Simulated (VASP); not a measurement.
# Al7BN8 (P3m1) in VASP: single point with r2SCAN

Aim: the single point of Al7BN8 with r2SCAN.

Program: VASP 6.6.1. These are calculated values, not measurements. Logs are shortened: lines on timing, memory, paths and dates and some standing lists are left out, and cuts for length are marked.

**1. The cell of the first run**

It takes space group P3m1 (No. 156, trigonal). The conventional cell has a = 6.098 Å, b = 6.098 Å, c = 4.867 Å, α = 90.00°, β = 90.00°, γ = 120.00°. Within 2.5 Å of Al (site symmetry m) lie 4 N at 1.86 to 1.91 Å. Within 2.4 Å of Al (site symmetry m) lie 4 N at 1.84 to 1.93 Å. Within 2.5 Å of Al (site symmetry 3m) lie 4 N at 1.86 Å. B (site symmetry 3m) has 4 N at 1.60 to 1.69 Å within 2.1 Å. N (site symmetry 3m) has 1 B at 1.60 Å and 3 Al at 1.88 Å within 2.1 Å. Within 2.2 Å of N (site symmetry m) lie 1 B at 1.69 Å and 3 Al at 1.91 to 1.93 Å. N (site symmetry m) has 4 Al at 1.86 to 1.88 Å within 2.5 Å. Within 2.4 Å of N (site symmetry 3m) lie 4 Al at 1.84 to 1.86 Å.

**2. Single point, r2SCAN**

File POSCAR:

```
Al7BN8
1.0
    6.0981728712      0.0000000000      0.0000000000
   -3.0490864356      5.2811726231      0.0000000000
    0.0000000000      0.0000000000      4.8665285479
Al B N
7 1 8
Direct
    0.3286333202      0.1713666798      0.4971016882
    0.1649184055      0.8324592028      0.0009661797
    0.3286333202      0.6572666405      0.4971016882
    0.6675407972      0.3350815945      0.0009661797
    0.8427333595      0.1713666798      0.4971016882
    0.6675407972      0.8324592028      0.0009661797
    0.8333333333      0.6666666667      0.5023098916
    0.1666666667      0.3333333333      0.0078154256
    0.1666666667      0.3333333333      0.3361458952
    0.3172152421      0.1827847579      0.8896538592
    0.1686175542      0.8343087771      0.3872548914
    0.3172152421      0.6344304841      0.8896538592
    0.6656912229      0.3313824458      0.3872548914
    0.8655695159      0.1827847579      0.8896538592
    0.6656912229      0.8343087771      0.3872548914
    0.8333333333      0.6666666667      0.8847989322
```

File INCAR.step1:

```
SYSTEM = Al7BN8
ALGO = Normal
EDIFF = 1E-4
ENCUT = 520
GGA = PE
ISMEAR = 0
LASPH = .True.
LCHARG = .False.
LREAL = Auto
LWAVE = .True.
NBANDS = 46
NELM = 60
PREC = Accurate
SIGMA = 0.01
```

File INCAR.step2:

```
SYSTEM = Al7BN8
ALGO = Normal
EDIFF = 1E-6
ENCUT = 520
ISIF = 2
ISMEAR = 0
ISTART = 1
LASPH = .True.
LCHARG = .False.
LMIXTAU = .True.
LREAL = Auto
LWAVE = .False.
METAGGA = R2SCAN
NBANDS = 46
NELM = 60
PREC = Accurate
SIGMA = 0.01
```

File KPOINTS:

```
k-points
0
Gamma
  4 4 5
  0 0 0
```

Potentials or basis: VASP PAW PBE potentials, release 64 (Al, B, N).

The run is started by

```console
$ cat potpaw_PBE.64/Al/POTCAR potpaw_PBE.64/B/POTCAR potpaw_PBE.64/N/POTCAR > POTCAR
$ cp INCAR.step1 INCAR
$ mpirun -np 1 vasp_std > vasp.out
$ cp INCAR.step2 INCAR
$ mpirun -np 1 vasp_std > vasp.out
```

OUTCAR:

```text
SYSTEM = Al7BN8
   EDIFF = 1E-6
   ENCUT = 520
   ISIF = 2
   ISMEAR = 0
   ISTART = 1
   LASPH = .True.
   LREAL = Auto
   METAGGA = R2SCAN
   NELM = 60
   PREC = Accurate

 ion  position               nearest neighbor table
   1  0.329  0.171  0.497-  11 1.86  13 1.86   9 1.88  10 1.91   3 2.96   5 2.96   2 3.01   4 3.01
                             2 3.04   4 3.04   7 3.05   7 3.05   3 3.14   5 3.14
   2  0.165  0.832  0.001-  16 1.84  11 1.88  10 1.93  12 1.93   7 2.99   7 3.00   1 3.01   3 3.01
                             4 3.03   6 3.03   1 3.04   3 3.04   4 3.07   6 3.07
   3  0.329  0.657  0.497-  11 1.86  15 1.86   9 1.88  12 1.91   1 2.96   5 2.96   2 3.01   6 3.01
                             2 3.04   6 3.04   7 3.05   7 3.05   1 3.14   5 3.14
   4  0.668  0.335  0.001-  16 1.84  13 1.88  10 1.93  14 1.93   7 2.99   7 3.00   5 3.01   1 3.01
                             6 3.03   2 3.03   1 3.04   5 3.04   6 3.07   2 3.07
   5  0.843  0.171  0.497-  13 1.86  15 1.86   9 1.88  14 1.91   3 2.96   1 2.96   6 3.01   4 3.01
                             6 3.04   4 3.04   7 3.05   7 3.05   3 3.14   1 3.14
   6  0.668  0.832  0.001-  16 1.84  15 1.88  14 1.93  12 1.93   7 2.99   7 3.00   5 3.01   3 3.01
                             4 3.03   2 3.03   5 3.04   3 3.04   4 3.07   2 3.07
   7  0.833  0.667  0.502-  15 1.86  13 1.86  11 1.86  16 1.86   4 2.99   6 2.99   2 2.99   4 3.00
                             6 3.00   2 3.00   5 3.05   1 3.05   1 3.05   5 3.05   3 3.05   3 3.05
   8  0.167  0.333  0.008-   9 1.60  12 1.69  10 1.69  14 1.69
   9  0.167  0.333  0.336-   8 1.60   1 1.88   3 1.88   5 1.88
  10  0.317  0.183  0.890-   8 1.69   1 1.91   2 1.93   4 1.93
  11  0.169  0.834  0.387-   7 1.86   3 1.86   1 1.86   2 1.88
  12  0.317  0.634  0.890-   8 1.69   3 1.91   6 1.93   2 1.93
  13  0.666  0.331  0.387-   7 1.86   5 1.86   1 1.86   4 1.88
  14  0.866  0.183  0.890-   8 1.69   5 1.91   6 1.93   4 1.93
  15  0.666  0.834  0.387-   7 1.86   5 1.86   3 1.86   6 1.88
  16  0.833  0.667  0.885-   4 1.84   6 1.84   2 1.84   7 1.86

  LATTYP: Found a hexagonal cell.
 ALAT       =     6.0981728712
 C/A-ratio  =     0.7980305988

  Lattice vectors:

 A1 = (   6.0981728712,   0.0000000000,   0.0000000000)
 A2 = (  -3.0490864356,   5.2811726231,   0.0000000000)
 A3 = (   0.0000000000,   0.0000000000,   4.8665285479)

Analysis of symmetry for initial positions (statically):
=====================================================================
 Subroutine PRICEL returns:
 Original cell was already a primitive cell.

 Routine SETGRP: Setting up the symmetry group for a
 hexagonal supercell.

 Subroutine GETGRP returns: Found  6 space group operations
 (whereof  2 operations were pure point group operations)
 out of a pool of 24 trial point group operations.

The static configuration has the point symmetry C_1h.
[... 143 lines left out ...]
   NELECT =      64.0000    total number of electrons
   NUPDOWN=      -1.0000    fix difference up-down
   EMIN   =  10.00;   EMAX   =-10.00  energy-range for DOS
   EFERMI =   0.00;   METHOD = LEGACY
   ISMEAR =     0;   SIGMA  =   0.01  broadening in eV -4-tet -1-fermi 0-gaus
   EFERMI_NEDOS =   21; number of points for ismear=-14 and -15
   IALGO  =     38    algorithm
   IMIX   =      4    mixing-type and parameters
     AMIX     =   0.40;   BMIX     =  1.00
     AMIX_MAG =   1.60;   BMIX_MAG =  1.00
  volume/ion in A,a.u.               =       9.80        66.10
  Fermi-wavevector in a.u.,A,eV,Ry     =   1.214558  2.295182 20.070660  1.475152
  Thomas-Fermi vector in A             =   2.349974
   LORBIT       =      0    0 simple, 1 ext, 2 COOP (PROOUT), +10 PAW based schemes
   METAGGA = R2SCAN    functional components
   LHFCALC =     F    Hartree Fock is set to
   AEXX    =    0.0000 exact exchange contribution
   IVDW    =     0    specifies the selected vdW correction
   LEPSILON=     F    determine dielectric tensor
   LRPA    =     F    only Hartree local field effects (RPA)
 non-spin polarized calculation
 Gauss-broadening in eV      SIGMA  =   0.01
  energy-cutoff  :      520.00
  volume of cell :      156.73
 maximum number of plane-waves:      4255
 NGX is ok and might be reduce to    48
   NGX = 23   NGY = 23   NGZ = 19

 number of electron      63.9999998 magnetization

 Free energy of the ion-electron system (eV)
  ---------------------------------------------------
  ext. energy  EPLUGINS =         0.00000000
  ---------------------------------------------------
  free energy    TOTEN  =      -151.92945420 eV

  energy without entropy =     -151.92945420  energy(sigma->0) =     -151.92945420

 E-fermi :   6.1591     XC(G=0): -11.6304

 val. band max:        6.1057961667   @ k =   0.0000   0.0000   0.0000
 cond. band min:      10.6068575871   @ k =   0.0000   0.0000   0.4000
 fundamental gap:      4.5010614203
 Fermi energy:         6.1590528519

 k-point     1 :       0.0000    0.0000    0.0000
  band No.  band energies     occupation
      1     -10.4568      2.00000
      2      -8.5687      2.00000
      3      -8.1107      2.00000
      4      -8.1107      2.00000
      5      -8.0218      2.00000
      6      -7.4731      2.00000
[... 647 lines left out ...]
     43      15.9328      0.00000
     44      16.2528      0.00000
 [bands above 44 left out]

------------------------ aborting loop because EDIFF is reached ----------------------------------------

  FORCE on cell =-STRESS in cart. coord.  units (eV):
  Direction    XX          YY          ZZ          XY          YZ          ZX
  --------------------------------------------------------------------------------------
  -------------------------------------------------------------------------------------
  Total       -0.2882120     -0.2882120     -0.2726135     -0.0000000      0.0000000      0.0000000
  in kB       -2.9462747     -2.9462747     -2.7868180     -0.0000000      0.0000000      0.0000000
  external PRESSURE =      -2.8931225 kB  Pullay stress =       0.0000000 kB

 VOLUME and BASIS-vectors are now :
 -----------------------------------------------------------------------------
  energy-cutoff  :      520.00
  volume of cell :      156.73
      direct lattice vectors                 reciprocal lattice vectors
     6.098172871  0.000000000  0.000000000     0.163983544  0.094675943  0.000000000
    -3.049086436  5.281172623  0.000000000     0.000000000  0.189351887  0.000000000
     0.000000000  0.000000000  4.866528548     0.000000000  0.000000000  0.205485284

 POSITION                                       TOTAL-FORCE (eV/Angst)
 -----------------------------------------------------------------------------------
      1.48155      0.90502      2.41916         0.007456     -0.004305      0.001215
     -1.53254      4.39636      0.00470         0.004577      0.002642     -0.003236
     -0.00000      3.47114      2.41916         0.000000      0.008609      0.001215
      3.04909      1.76962      0.00470         0.000000     -0.005285     -0.003236
      4.61662      0.90502      2.41916        -0.007456     -0.004305      0.001215
      1.53254      4.39636      0.00470        -0.004577      0.002642     -0.003236
[... 8 lines left out ...]
      1.51562      4.40613      1.88459         0.001005     -0.000580      0.001348
      3.04909      3.52078      4.30590         0.000000     -0.000000     -0.007098
 -----------------------------------------------------------------------------------
    total drift:                                0.000005     -0.000003     -0.053494

  FREE ENERGIE OF THE ION-ELECTRON SYSTEM (eV)
  ---------------------------------------------------
  free  energy   TOTEN  =      -151.9294542018 eV

  energy  without entropy=     -151.9294542018  energy(sigma->0) =     -151.92945420
```

OSZICAR.step1:

```text
N       E                     dE             d eps       ncg     rms          rms(c)
DAV:   1     0.251156853610E+03    0.25116E+03   -0.30433E+04  1288   0.127E+03
DAV:   2    -0.114823321632E+03   -0.36598E+03   -0.34916E+03  1642   0.259E+02
DAV:   3    -0.137210482860E+03   -0.22387E+02   -0.22243E+02  1616   0.682E+01
DAV:   4    -0.137473329335E+03   -0.26285E+00   -0.26242E+00  1568   0.805E+00
DAV:   5    -0.137477851202E+03   -0.45219E-02   -0.45203E-02  1586   0.105E+00    0.237E+01
DAV:   6    -0.119907817323E+03    0.17570E+02   -0.64305E+01  1568   0.320E+01    0.853E+00
DAV:   7    -0.119926651689E+03   -0.18834E-01   -0.28683E+00  1512   0.722E+00    0.577E+00
DAV:   8    -0.119876955040E+03    0.49697E-01   -0.27974E-01  1500   0.276E+00    0.103E+00
DAV:   9    -0.119868018977E+03    0.89361E-02   -0.53631E-02  1616   0.116E+00    0.444E-01
DAV:  10    -0.119869483276E+03   -0.14643E-02   -0.18683E-02  1576   0.642E-01    0.229E-01
DAV:  11    -0.119869537684E+03   -0.54408E-04   -0.22615E-03  1562   0.293E-01    0.115E-01
DAV:  12    -0.119869774833E+03   -0.23715E-03   -0.62567E-04  1456   0.128E-01    0.276E-02
DAV:  13    -0.119869775654E+03   -0.82163E-06   -0.54176E-05   890   0.377E-02
   1 F= -.11986978E+03 E0= -.11986978E+03  d E =-.472970E-70
```

Run time: 15 min. Hardware: 1 thread of Intel Xeon 8259CL, shared host; peak memory 0.34 GiB.

Results:

```
Free energy            : -151.9295 eV
Pressure               : -0.3 GPa
Largest force          : 0.064 eV/Å
Band gap on the k mesh : 4.50 eV (least direct gap 4.58 eV)
```

Forces in eV/Å, atoms in the order of the input:
```
Al   0.007 -0.004  0.001
Al   0.005  0.003 -0.003
Al   0.000  0.009  0.001
Al   0.000 -0.005 -0.003
Al  -0.007 -0.004  0.001
Al  -0.005  0.003 -0.003
Al   0.000  0.000 -0.002
B    0.000  0.000 -0.008
N    0.000  0.000  0.064
N    0.037 -0.021 -0.015
N   -0.001 -0.001  0.001
N    0.000  0.043 -0.015
N    0.000  0.001  0.001
N   -0.037 -0.021 -0.015
N    0.001 -0.001  0.001
N    0.000  0.000 -0.007
```

Caveat: the PAW data sets were made with another functional, which shifts forces and pressure a little; an odd mesh through Γ misses points on the zone boundary, where band edges can lie.
